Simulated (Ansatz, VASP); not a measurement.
## ZnS in VASP and in Ansatz

INCAR

```
PREC = Accurate
ENCUT = 600
EDIFF = 1E-7
ISMEAR = -1
SIGMA = 0.08
LREAL = False
LASPH = True
NELM = 100
ALGO = Normal
ISIF = 3
LWAVE = False
LCHARG = False
GGA = PE
IBRION = 2
NSW = 60
EDIFFG = -0.005
```

The input KPOINTS:

```
Automatic mesh
0
Gamma
  15 15 15
```

The input POSCAR:

```
ZnS
1.0
    0.0000000000      2.3257586486      2.3257586486
    2.3257586486      0.0000000000      2.3257586486
    2.3257586486      2.3257586486      0.0000000000
Zn S
1 1
Direct
    0.0000000000      0.0000000000      0.0000000000
    0.5000000000      0.5000000000      0.5000000000
```

Input for Ansatz:

```yaml
crystal:
  lattice:
    - [0.0, 2.3257586486, 2.3257586486]
    - [2.3257586486, 0.0, 2.3257586486]
    - [2.3257586486, 2.3257586486, 0.0]
  atoms:
    - { symbol: Zn, position: [0.0, 0.0, 0.0] }
    - { symbol: S, position: [0.5, 0.5, 0.5] }
kpoints:
  mp_grid: { grid: [15, 15, 15] }
scf:
  occupations: { method: fermi_dirac, width: 0.08 }
hamiltonian:
  xc: pbe
  pseudopotentials: { kind: paw }
output:
  forces: true
  stress: true
relax:
  f_tol: 0.005
  max_steps: 40
  cell: {}
```

Alike in both runs: task relaxation of cell and atoms; functional PBE; k mesh 15 × 15 × 15; occupations fermi-dirac, width 0.08 eV; no spin polarisation.

```csv
,VASP,Ansatz
version,VASP 6.6.1,Ansatz 0.2.0
potentials or method,"VASP PAW PBE potentials, release 64 (Zn, S)","PAW with Ansatz's default frozen-core files, scalar-relativistic"
plane-wave cutoff (eV),600,420
valence electrons in the cell,18,18
```

VASP gave:

* relaxed volume (Å³/atom): 16.64
* relaxed length of the cell vector where the two differ most in proportion (Å): 3.610

Question: Estimate Ansatz's values.

Answer: Relaxed volume (Å³/atom): 16.62; relaxed length of the cell vector where the two differ most in proportion (Å): 3.609.

Noted on VASP's run: the volume moved by over 15 % at a fixed basis, so the end points are rough.
